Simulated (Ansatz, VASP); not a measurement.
## Ge in VASP and in Ansatz

```
CELL_PARAMETERS angstrom
0.00000 2.16051 2.16051
2.16051 0.00000 2.16051
2.16051 2.16051 0.00000
ATOMIC_POSITIONS crystal
Ge 0.00000 0.00000 0.00000
```

Change from the starting cell: volume scaled by 1.03.

Alike in both runs: task single point; functional PBE; k mesh 16 × 16 × 16; occupations fermi-dirac, width 0.08 eV; no spin polarisation.

```csv
,VASP,Ansatz
version,VASP 6.6.1,Ansatz 0.2.0
potentials or method,"VASP PAW PBE potentials, release 64 (Ge_d), cutoff 520 eV","all-electron LAPW, scalar-relativistic"
```

Ansatz gave:

```
pressure (GPa) : -1.8
```

Problem. What did VASP give for the same quantities?

Solution. Pressure (GPa): -1.9.

Ansatz ran all-electron here, and VASP with PAW potentials.
